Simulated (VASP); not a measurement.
**GaN: single point with PBE**

Crystal: GaN.

```
Ga N
1.0
     0.00000    2.25350    2.25350
     2.25350    0.00000    2.25350
     2.25350    2.25350    0.00000
Ga N
1 1
Direct
  0.00000 0.00000 0.00000
  0.75000 0.75000 0.75000
```

* Program: VASP 6.6.1
* Task: single point
* Functional: PBE
* Potentials or basis: VASP PAW PBE potentials, release 64 (Ga_d, N)
* Cutoff: 520 eV
* k mesh: 8 × 8 × 8
* Occupations: gaussian, width 0.01 eV
* Spin: no spin polarisation
* Dipole correction: no
* Further INCAR settings: ALGO = Normal; EDIFF = 1e-06; NBANDS = 16

| Property | Result |
| --- | --- |
| Pressure | 5.1 GPa |
| Band gap on the k mesh | 1.72 eV, direct |

Levels at points of the mesh, in eV from the valence-band top:
```csv
k point,band 5,band 6,band 7,band 8,band 9,band 10,band 11,band 12,band 13,band 14
"(0.00, 0.00, 0.00)",-13.12,-13.12,0.00,0.00,0.00,1.72,10.30,10.30,10.30,17.60
"(0.50, 0.00, 0.00)",-13.08,-11.88,-7.04,-0.97,-0.97,4.64,8.73,10.37,10.37,15.63
"(0.50, 0.50, 0.00)",-13.05,-11.45,-6.12,-2.70,-2.70,3.35,6.66,11.71,13.96,13.96
```

It took 9.6 s on 1 thread of Intel Xeon 8259CL, on a shared host, peak memory 0.14 GiB.

As with any semilocal functional, this PBE gap is likely too small.
